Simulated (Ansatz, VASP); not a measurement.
LiGeH3: VASP beside Ansatz

The input INCAR:

```
SYSTEM = LiGeH3
  ALGO = Normal
  EDIFF = 1E-6
  EDIFFG = -0.01
  ENCUT = 600
  GGA = PE
  IBRION = 2
  ISIF = 3
  ISMEAR = 0
  LASPH = .TRUE.
  LCHARG = .FALSE.
  LREAL = .FALSE.
  LWAVE = .FALSE.
  NELM = 60
  NSW = 100
  PREC = Accurate
  SIGMA = 0.1
```

KPOINTS

```
k-points
0
G
  10 10 8
  0 0 0
```

POSCAR

```
LiGeH3
1.0
    3.4961907619      0.0000000000      0.0000000000
    0.0000000000      3.4961907619      0.0000000000
    0.0000000000      0.0000000000      5.6454849367
Li Ge H
1 1 3
Direct
    0.0000000000      0.0000000000      0.5000000000
    0.5000000000      0.5000000000      0.5000000000
    0.0000000000      0.0000000000      0.1713274146
    0.0000000000      0.0000000000      0.8286725854
    0.0000000000      0.0000000000      0.0000000000
```

Input for Ansatz:

```yaml
crystal:
  lattice:
    - [3.4961907619, 0.0, 0.0]
    - [0.0, 3.4961907619, 0.0]
    - [0.0, 0.0, 5.6454849367]
  atoms:
    - { symbol: Li, position: [0.0, 0.0, 0.5] }
    - { symbol: Ge, position: [0.5, 0.5, 0.5] }
    - { symbol: H, position: [0.0, 0.0, 0.1713274146] }
    - { symbol: H, position: [0.0, 0.0, 0.8286725854] }
    - { symbol: H, position: [0.0, 0.0, 0.0] }
basis:
  ecutwfc: 420
kpoints:
  mp_grid: { grid: [10, 10, 8] }
hamiltonian:
  xc: pbe
scf:
  occupations: { method: gaussian, width: 0.1 }
output:
  forces: true
  stress: true
  eigenvalues: true
  write_density: true
  write_potential: true
  elf: true
  volumetric_format: npy
relax:
  adjacent_minimum: "off"
  f_tol: 0.01
  max_steps: 80
  cell: { stress_tol: 0.05 }
```

Alike in both runs: task relaxation of cell and atoms; functional PBE; k mesh 10 × 10 × 8; occupations gaussian, width 0.1 eV; no spin polarisation.

```csv
,VASP,Ansatz
version,VASP 6.6.1,Ansatz 0.2.0
potentials or method,"VASP PAW PBE potentials, release 64 (Li_sv, Ge_d, H), cutoff 600 eV","scalar-relativistic, plane waves, PAW"
valence electrons in the cell,20,20
```

```tsv
	VASP	Ansatz	Ansatz less VASP
gap on the k mesh at the Fermi level, each at its own relaxed structure (eV)	none	none	-
relaxed volume (Å³/atom)	13.86	13.88	+0.011
relaxed length of the cell vector where the two differ most in proportion (Å)	3.519	3.520	+0.0011
```

A gap of «none» marks a metal or a gap that the smearing closes.

Noted on VASP's run: the cutoff is under 1.25 times that of the potentials, so the pressure is a little rough.
